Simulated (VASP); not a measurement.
Here is a VASP 6.6.1 calculation.

The input POSCAR:

```
BN
1.0
    1.2594075994      0.7271193165      3.3952723682
   -1.2594075994      0.7271193165      3.3952723682
    0.0000000000     -1.4542386330      3.3952723682
N B
1 1
Direct
    0.6672382000      0.6672382000      0.6672382000
    0.0003288000      0.0003288000      0.0003288000
```

The input INCAR.step1:

```
SYSTEM = BN
PREC = Accurate
ENCUT = 520
EDIFF = 1E-5
ISMEAR = -1
SIGMA = 0.05
LREAL = .False.
LASPH = .True.
NELM = 100
ALGO = Normal
ISIF = 2
LWAVE = .True.
LCHARG = .False.
GGA = PE
NBANDS = 11
```

File INCAR.step2:

```
SYSTEM = BN
PREC = Accurate
ENCUT = 520
EDIFF = 1E-7
ISMEAR = -1
SIGMA = 0.05
LREAL = .False.
LASPH = .True.
NELM = 100
ALGO = Normal
ISIF = 2
LWAVE = .False.
LCHARG = .False.
GGA = PE
LHFCALC = .True.
AEXX = 0.25
PRECFOCK = Normal
ISTART = 1
NBANDS = 11
```

The input KPOINTS:

```
Automatic mesh
0
Gamma
  6 6 6
  0 0 0
```

Potentials or basis: VASP PAW PBE potentials, release 64 (N, B).

Command:

```sh
$ cat potpaw_PBE.64/N/POTCAR potpaw_PBE.64/B/POTCAR > POTCAR
$ cp INCAR.step1 INCAR
$ mpirun -np 1 vasp_std > vasp.out
$ cp INCAR.step2 INCAR
$ mpirun -np 1 vasp_std > vasp.out
```

Question: Estimate the pressure.

Answer: -6.0 GPa.

Question: What does it give for the largest force?

Answer: 0.008 eV/Å.

Stress tensor (GPa, compression positive):
```
-9.65  0.00  0.00
 0.00 -9.65  0.00
 0.00  0.00  1.40
```

Caveat: the k points lie up to 0.49 Å⁻¹ apart; the PAW data sets were made with another functional, which shifts forces and pressure a little.
